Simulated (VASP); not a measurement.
# SnO (P4/nmm) in VASP: a series of runs

SnO is run at these levels: PBEsol, RPBE, PBE, BLYP; tasks: vibrations by perturbation theory, density of states.

All numbers are computed with VASP 6.6.1; they aren't measurements. Logs are shortened: lines on timing, memory, paths and dates and some standing lists are left out, and cuts for length are marked.

### 1 The cell of the first run

Symmetry: P4/nmm, No. 129, tetragonal system. Conventional cell: a = 3.814 Å, b = 3.814 Å, c = 4.887 Å, α = 90.00°, β = 90.00°, γ = 90.00°. Within 2.9 Å of Sn (site symmetry 4mm) lie 4 O at 2.23 Å. Within 2.9 Å of O (site symmetry -4m2) lie 4 Sn at 2.23 Å and 4 O at 2.70 Å.

### 2 Vibrations by perturbation theory, PBEsol

File INCAR:

```
SYSTEM = SnO
ALGO = Normal
EDIFF = 1E-8
ENCUT = 520
GGA = PS
IBRION = 8
ISIF = 2
ISMEAR = -1
LASPH = .True.
LCHARG = .False.
LREAL = .False.
LWAVE = .False.
NELM = 60
NSW = 1
PREC = Accurate
SIGMA = 0.05
```

File KPOINTS:

```
k-points
0
Gamma
  7 7 6
  0 0 0
```

File POSCAR:

```
SnO
1.0
    3.8136952200      0.0000000000      0.0000000000
    0.0000000000      3.8136952200      0.0000000000
    0.0000000000      0.0000000000      4.8869133000
Sn O
2 2
Direct
    0.5000000000      0.0000000000      0.7646261400
    0.0000000000      0.5000000000      0.2353738600
    0.0000000000      0.0000000000      0.0000000000
    0.5000000000      0.5000000000      0.0000000000
```

Potentials or basis: VASP PAW PBE potentials, release 64 (Sn_d, O).

Run with:

```
cat potpaw_PBE.64/Sn_d/POTCAR potpaw_PBE.64/O/POTCAR > POTCAR
mpirun -np 1 vasp_std > vasp.out
```

OUTCAR:

```text
SYSTEM = SnO
   EDIFF = 1E-8
   ENCUT = 520
   GGA = PS
   IBRION = 8
   ISIF = 2
   ISMEAR = -1
   LASPH = .True.
   LREAL = .False.
   NELM = 60
   NSW = 1
   PREC = Accurate

 ion  position               nearest neighbor table
   1  0.500  0.000  0.765-   3 2.23   4 2.23   4 2.23   3 2.23   2 3.54   2 3.54   2 3.54   2 3.54
                             2 3.74   2 3.74   2 3.74   2 3.74
   2  0.000  0.500  0.235-   3 2.23   4 2.23   3 2.23   4 2.23   1 3.54   1 3.54   1 3.54   1 3.54
                             1 3.74   1 3.74   1 3.74   1 3.74
   3  0.000  0.000  0.000-   1 2.23   2 2.23   2 2.23   1 2.23
   4  0.500  0.500  0.000-   1 2.23   2 2.23   1 2.23   2 2.23

  LATTYP: Found a simple tetragonal cell.
 ALAT       =     3.8136952200
 C/A-ratio  =     1.2814116016

  Lattice vectors:

 A1 = (   3.8136952200,   0.0000000000,   0.0000000000)
 A2 = (   0.0000000000,   3.8136952200,   0.0000000000)
 A3 = (   0.0000000000,   0.0000000000,   4.8869133000)

Analysis of symmetry for initial positions (statically):
=====================================================================
 Subroutine PRICEL returns:
 Original cell was already a primitive cell.

 Routine SETGRP: Setting up the symmetry group for a
 simple tetragonal supercell.

 Subroutine GETGRP returns: Found 16 space group operations
 (whereof  8 operations were pure point group operations)
 out of a pool of 16 trial point group operations.

The static configuration has the point symmetry D_2d.
 The point group associated with its full space group is D_4h.

Analysis of symmetry for dynamics (positions and initial velocities):
=====================================================================
 Subroutine PRICEL returns:
 Original cell was already a primitive cell.

 Routine SETGRP: Setting up the symmetry group for a
 simple tetragonal supercell.

 Subroutine GETGRP returns: Found 16 space group operations
 (whereof  8 operations were pure point group operations)
 out of a pool of 16 trial point group operations.

The dynamic configuration has the point symmetry D_2d.
 The point group associated with its full space group is D_4h.

 Subroutine INISYM returns: Found 16 space group operations
 (whereof  8 operations are pure point group operations),
 and found     1 'primitive' translations

----------------------------------------------------------------------------------------

                                     Primitive cell

  volume of cell :      71.0766

  direct lattice vectors                    reciprocal lattice vectors
     3.813695220  0.000000000  0.000000000     0.262212878  0.000000000  0.000000000
     0.000000000  3.813695220  0.000000000     0.000000000  0.262212878  0.000000000
     0.000000000  0.000000000  4.886913300     0.000000000  0.000000000  0.204628144

  length of vectors
     3.813695220  3.813695220  4.886913300     0.262212878  0.262212878  0.204628144

  position of ions in fractional coordinates (direct lattice)
     0.500000000  0.000000000  0.764626140
     0.000000000  0.500000000  0.235373860
     0.000000000  0.000000000  0.000000000
     0.500000000  0.500000000  0.000000000

  ion indices of the primitive-cell ions
   primitive index   ion index
                 1           1
                 2           2
                 3           3
[... 118 lines left out ...]
  free energy    TOTEN  =       -24.20730170 eV

  energy without entropy =      -24.20692905  energy(sigma->0) =      -24.20711538

 E-fermi :   7.0070     XC(G=0): -10.4022

 val. band max:        6.8192639207   @ k =   0.0000   0.0000   0.0000
 cond. band min:       7.1855368705   @ k =   0.4286   0.4286   0.0000
 fundamental gap:      0.3662729498
 Fermi energy:         7.0070185168

 k-point     1 :       0.0000    0.0000    0.0000
  band No.  band energies     occupation
      1     -15.0470      2.00000
      2     -14.6050      2.00000
      3     -14.6050      2.00000
      4     -14.6028      2.00000
      5     -14.5569      2.00000
      6     -14.5509      2.00000
[... 637 lines left out ...]
     23      11.8302      0.00000
     24      12.7287      0.00000

 [... further k-points ...]
[... 5 lines left out ...]
  --------------------------------------------------------------------------------------
  -------------------------------------------------------------------------------------
  Total       -0.1146956     -0.1146956     -0.1708697      0.0000000      0.0000000      0.0000000
  in kB       -2.5854169     -2.5854169     -3.8516698      0.0000000      0.0000000      0.0000000
  external PRESSURE =      -3.0075012 kB  Pullay stress =       0.0000000 kB

 VOLUME and BASIS-vectors are now :
 -----------------------------------------------------------------------------
  energy-cutoff  :      520.00
  volume of cell :       71.08
      direct lattice vectors                 reciprocal lattice vectors
     3.813695220  0.000000000  0.000000000     0.262212878  0.000000000  0.000000000
     0.000000000  3.813695220  0.000000000     0.000000000  0.262212878  0.000000000
     0.000000000  0.000000000  4.886913300     0.000000000  0.000000000  0.204628144

 POSITION                                       TOTAL-FORCE (eV/Angst)
 -----------------------------------------------------------------------------------
      1.90685      0.00000      3.73666        -0.000000      0.000000     -0.159896
      0.00000      1.90685      1.15025         0.000000      0.000000      0.159896
      0.00000      0.00000      0.00000         0.000000     -0.000000      0.000000
      1.90685      1.90685      0.00000         0.000000      0.000000      0.000000
 -----------------------------------------------------------------------------------
    total drift:                                0.000000      0.000000      0.000000

  FREE ENERGIE OF THE ION-ELECTRON SYSTEM (eV)
  ---------------------------------------------------
  free  energy   TOTEN  =       -24.2073017043 eV

  energy  without entropy=      -24.2069290519  energy(sigma->0) =      -24.20711538

[... ionic steps 2 to 9 ...]

--------------------------------------- Ionic step       10  -------------------------------------------

------------------------ aborting loop because EDIFF is reached ----------------------------------------

[... ionic steps 11 to 11 ...]

--------------------------------------- Ionic step       12  -------------------------------------------

 Free energy of the ion-electron system (eV)
  ---------------------------------------------------
  ---------------------------------------------------
  free energy    TOTEN  =        -0.37091149 eV

  energy without entropy =       -0.37091149

------------------------ aborting loop because EDIFF is reached ----------------------------------------

 INTERNAL STRAIN TENSOR  FOR ION    3  DIRECTION 3   (eV/Angst):
 -----------------------------------------------------------------------------
    -6.83437  0.00000  0.00000
     0.00000  6.78347  0.00000
     0.00000  0.00000  0.04030

 INTERNAL STRAIN TENSOR FOR ION    4 for displacements in x,y,z  (eV/Angst):
          X           Y           Z          XY          YZ          ZX
  --------------------------------------------------------------------------------
  x     0.00000     0.00000     0.00000     0.00000     0.00000     4.06966
  y     0.00000     0.00000     0.00000     0.00000    -3.50747     0.00000
  z     6.80892    -6.80892     0.00000     0.00000     0.00000     0.00000

 SECOND DERIVATIVES (NOT SYMMETRIZED)
 ------------------------------------
               1X          1Y          1Z          2X          2Y          2Z          3X          3Y          3Z          4X          4Y          4Z
  1X    -4.699161    0.000000    0.000000    1.041647    0.000000    0.000000    2.724272    0.000000    0.000000    0.933242    0.000000    0.000000
  1Y     0.000000   -4.699161    0.000000    0.000000    1.041647    0.000000    0.000000    0.933242    0.000000    0.000000    2.724272    0.000000
  1Z     0.000000    0.000000  -12.961674    0.000000    0.000000    5.820579    0.000000    0.000000    3.570548    0.000000    0.000000    3.570548
  2X     1.041647    0.000000    0.000000   -4.699161    0.000000    0.000000    0.933242    0.000000    0.000000    2.724272    0.000000    0.000000
  2Y     0.000000    1.041647    0.000000    0.000000   -4.699161    0.000000    0.000000    2.724272    0.000000    0.000000    0.933242    0.000000
  2Z     0.000000    0.000000    5.820579    0.000000    0.000000  -12.961674    0.000000    0.000000    3.570548    0.000000    0.000000    3.570548
  3X     2.730247    0.000000    0.000000    0.940338    0.000000    0.000000   -7.823304    0.000000    0.000000    4.152719    0.000000    0.000000
  3Y     0.000000    0.940338    0.000000    0.000000    2.730247    0.000000    0.000000   -7.823304    0.000000    0.000000    4.152719    0.000000
  3Z     0.000000    0.000000    3.573723    0.000000    0.000000    3.573723    0.000000    0.000000   -7.074750    0.000000    0.000000   -0.072696
  4X     0.940338    0.000000    0.000000    2.730247    0.000000    0.000000    4.152719    0.000000    0.000000   -7.823304    0.000000    0.000000
  4Y     0.000000    2.730247    0.000000    0.000000    0.940338    0.000000    0.000000    4.152719    0.000000    0.000000   -7.823304    0.000000
  4Z     0.000000    0.000000    3.573723    0.000000    0.000000    3.573723    0.000000    0.000000   -0.072696    0.000000    0.000000   -7.074750

 Eigenvectors and eigenvalues of the dynamical matrix
 ----------------------------------------------------

   1 f  =   13.546993 THz    85.118266 2PiTHz  451.879040 cm-1    56.025835 meV
             X         Y         Z           dx          dy          dz
      1.906848  0.000000  3.736662    -0.009401   -0.040195    0.000000
      0.000000  1.906848  1.150252     0.009401    0.040195    0.000000
      0.000000  0.000000  0.000000     0.160767   -0.687350   -0.000000
      1.906848  1.906848  0.000000    -0.160767    0.687350   -0.000000
[... 71 lines left out ...]
  12 f/i=    0.004595 THz     0.028874 2PiTHz    0.153287 cm-1     0.019005 meV
             X         Y         Z           dx          dy          dz
      1.906848  0.000000  3.736662     0.653891    0.115005    0.000000
      0.000000  1.906848  1.150252     0.653891    0.115005    0.000000
      0.000000  0.000000  0.000000     0.239634    0.042146    0.000000
      1.906848  1.906848  0.000000     0.239634    0.042146    0.000000

--------------------------------------------------------------------------------------------------------

 ELASTIC MODULI CONTR FROM IONIC RELAXATION (kBar)
 Direction    XX          YY          ZZ          XY          YZ          ZX
 --------------------------------------------------------------------------------
 XX        -627.7992    -30.7985   -515.2965      0.0000     -0.0000     -0.0000
 YY         -30.7985   -627.7992   -515.2965      0.0000     -0.0000     -0.0000
 ZZ        -515.2965   -515.2965   -806.3510      0.0000     -0.0000     -0.0000
 XY           0.0000      0.0000      0.0000      0.0000      0.0000      0.0000
 YZ          -0.0000     -0.0000     -0.0000      0.0000   -248.7187     -0.0000
 ZX          -0.0000     -0.0000     -0.0000      0.0000     -0.0000   -340.4099
 --------------------------------------------------------------------------------
```

It took 15 min on 1 thread of Intel Xeon Platinum 8259CL at 2.50GHz (Skylake/Cascade Lake), shared host; peak memory 0.51 GiB.

What came out:

- Highest phonon frequency at Γ, LO-TO splitting left out: 452 cm⁻¹

Phonon frequencies in cm⁻¹ (negative: imaginary):
```csv
q point,frequencies
"(0.000, 0.000, 0.000)",0 0 0 112 112 207 266 266 345 371 452 452
```

Caveat: the PAW data sets were made with another functional, which shifts forces and pressure a little; spin-orbit coupling is left out, which moves the levels of the heavy elements.

### 3 Density of states, RPBE

POSCAR is that of step 2.

File INCAR.step1:

```
SYSTEM = SnO
  ALGO = Normal
  EDIFF = 1E-6
  ENCUT = 910
  GGA = RP
  GGA_COMPAT = .FALSE.
  ISIF = 2
  ISMEAR = -1
  LASPH = .TRUE.
  LCHARG = .TRUE.
  LORBIT = 11
  LREAL = .FALSE.
  LWAVE = .FALSE.
  NBANDS = 28
  NEDOS = 2001
  NELM = 120
  PREC = Accurate
  SIGMA = 0.05
```

File KPOINTS.step1:

```
k-points
0
G
  4 4 3
  0 0 0
```

File INCAR.step2:

```
SYSTEM = SnO
  ALGO = Normal
  EDIFF = 1E-6
  ENCUT = 910
  GGA = RP
  GGA_COMPAT = .FALSE.
  ICHARG = 11
  ISIF = 2
  ISMEAR = -5
  LASPH = .TRUE.
  LCHARG = .FALSE.
  LORBIT = 11
  LREAL = .FALSE.
  LWAVE = .FALSE.
  NEDOS = 2001
  NELM = 120
  PREC = Accurate
  SIGMA = 0.05
```

File KPOINTS.step2:

```
k-points
0
G
  6 6 5
  0 0 0
```

Potentials or basis: VASP PAW PBE potentials, release 64 (Sn_d, O_h).

Run with:

```
cat potpaw_PBE.64/Sn_d/POTCAR potpaw_PBE.64/O_h/POTCAR > POTCAR
cp INCAR.step1 INCAR
cp KPOINTS.step1 KPOINTS
mpirun -np 1 vasp_std > vasp.out
cp INCAR.step2 INCAR
cp KPOINTS.step2 KPOINTS
mpirun -np 1 vasp_std > vasp.out
```

Wall time 77 s (1 thread of Intel Xeon Platinum 8375C at 2.90GHz (Ice Lake), shared host); peak memory 0.3 GiB.

It converged, with:

* Valence electrons inside the program's atomic spheres: Sn 12.12; O 3.37

Levels at points of the mesh, in eV from the valence-band top:
```csv
k point,band 17,band 18,band 19,band 20,band 21,band 22,band 23,band 24
"(0.00, 0.00, 0.00)",-3.52,-3.22,-3.22,0.00,2.06,4.34,4.73,4.73
"(0.50, 0.00, 0.00)",-4.88,-4.88,-2.69,-2.69,3.16,3.16,5.93,5.94
"(0.50, 0.50, 0.00)",-2.57,-2.57,-1.90,-1.90,0.16,0.16,4.52,4.52
```

Caveat: the k points lie up to 0.43 Å⁻¹ apart; the cutoff is under 1.25 times the usual one of these potentials, so pressure, stress and relaxed cells hold a basis-set (Pulay) error; the PAW data sets were made with another functional, which shifts forces and pressure a little; spin-orbit coupling is left out, which moves the levels of the heavy elements.

### 4 Density of states, PBEsol

POSCAR is that of step 3.

File INCAR.step1:

```
PREC = Accurate
ENCUT = 910
EDIFF = 1E-6
ISMEAR = -1
SIGMA = 0.05
LREAL = F
LASPH = T
NELM = 120
ALGO = Normal
ISIF = 2
LWAVE = F
LCHARG = T
GGA = PS
NBANDS = 28
GGA_COMPAT = F
NEDOS = 2001
LORBIT = 11
```

File KPOINTS.step1:

```
Automatic mesh
0
Gamma
  4 4 3
```

File INCAR.step2:

```
PREC = Accurate
ENCUT = 910
EDIFF = 1E-6
ISMEAR = -5
SIGMA = 0.05
LREAL = F
LASPH = T
NELM = 120
ALGO = Normal
ISIF = 2
LWAVE = F
LCHARG = F
GGA = PS
LORBIT = 10
NBANDS = 28
NEDOS = 2001
ICHARG = 11
GGA_COMPAT = F
```

File KPOINTS.step2:

```
Automatic mesh
0
Gamma
  6 6 5
```

Run with:

```
cat potpaw_PBE.64/Sn_d/POTCAR potpaw_PBE.64/O_h/POTCAR > POTCAR
cp INCAR.step1 INCAR
cp KPOINTS.step1 KPOINTS
mpirun -np 1 vasp_std > vasp.out
cp INCAR.step2 INCAR
cp KPOINTS.step2 KPOINTS
mpirun -np 1 vasp_std > vasp.out
```

Run time: 54 s. Hardware: 1 thread of Intel Xeon 6975P-C (Granite Rapids), shared host; peak memory 0.31 GiB.

The run converged. Its results:

- Valence electrons inside the program's atomic spheres: Sn 12.13; O 3.34

Levels at points of the mesh, in eV from the valence-band top:
```
           k point  band 17  band 18  band 19  band 20  band 21  band 22  band 23  band 24
(0.00, 0.00, 0.00)    -3.45    -3.16    -3.16     0.00     2.00     4.18     4.76     4.76
(0.50, 0.00, 0.00)    -4.84    -4.84    -2.63    -2.63     3.12     3.12     5.86     5.86
(0.50, 0.50, 0.00)    -2.49    -2.49    -1.83    -1.83     0.14     0.14     4.39     4.39
```

Caveat: the k points lie up to 0.43 Å⁻¹ apart; the cutoff is under 1.25 times the usual one of these potentials, so pressure, stress and relaxed cells hold a basis-set (Pulay) error; the PAW data sets were made with another functional, which shifts forces and pressure a little; spin-orbit coupling is left out, which moves the levels of the heavy elements.

(Part 1 of 2 ends here.)
